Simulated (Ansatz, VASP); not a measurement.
Two plane-wave programs on Lu

```xyz
1
Lattice="3.3946 0.0000 0.0000 0.0000 3.3946 0.0000 0.0000 0.0000 3.3946" Properties=species:S:1:pos:R:3 pbc="T T T"
Lu    0.0000    0.0000    0.0000
```

Alike in both runs: task single point; functional RPBE; k mesh 11 × 11 × 11; occupations fermi-dirac, width 0.1 eV; no spin polarisation.

|  | VASP | Ansatz |
| --- | --- | --- |
| version | VASP 6.6.1 | Ansatz 0.2.0 |
| potentials or method | VASP PAW PBE potentials, release 64 (Lu), cutoff 520 eV | plane waves (420 eV) with PAW, scalar-relativistic |
| valence electrons in the cell | 25 | 25 |

```csv
,VASP,Ansatz,Ansatz less VASP
pressure (GPa),-2.6,-2.6,-0.01
```

VASP's potentials were made for PBE, not for RPBE.

Spin-orbit coupling is off throughout.
